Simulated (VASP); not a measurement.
Here is a VASP 6.6.1 calculation.

File INCAR:

```
SYSTEM = Cu
ALGO = Fast
EDIFF = 1E-7
ENCUT = 520
ISIF = 2
ISMEAR = 0
LASPH = .TRUE.
LCHARG = .FALSE.
LREAL = .FALSE.
LWAVE = .FALSE.
NBANDS = 18
NELM = 60
PREC = Accurate
SIGMA = 0.15
```

Contents of KPOINTS:

```
k-points
0
G
  20 20 12
  0 0 0
```

File POSCAR:

```
Cu
1.0
   -1.4273957350      1.4273957350      1.3410790631
    1.4273957350     -1.4273957350      1.3410790631
    2.8547914700      2.8547914700      0.0000000000
Cu
2
Direct
    0.0258837325     -0.0258837325      0.0000000000
    0.4741162675      0.5258837325      0.5000000000
```

Potentials or basis: VASP PAW LDA potentials, release 64 (Cu).

Launch:

```bash
$ cat potpaw_LDA.64/Cu/POTCAR > POTCAR
$ mpirun -np 1 vasp_std > vasp.out
```

(1) What does it give for the pressure?

(2) Estimate the band gap on the k mesh.

## Answers

(1) 0.9 GPa.

(2) zero (bands 11 and 12 overlap by 6.66 eV).

Caveat: the cell differs from its parent crystal (atoms displaced along a vibrational mode).
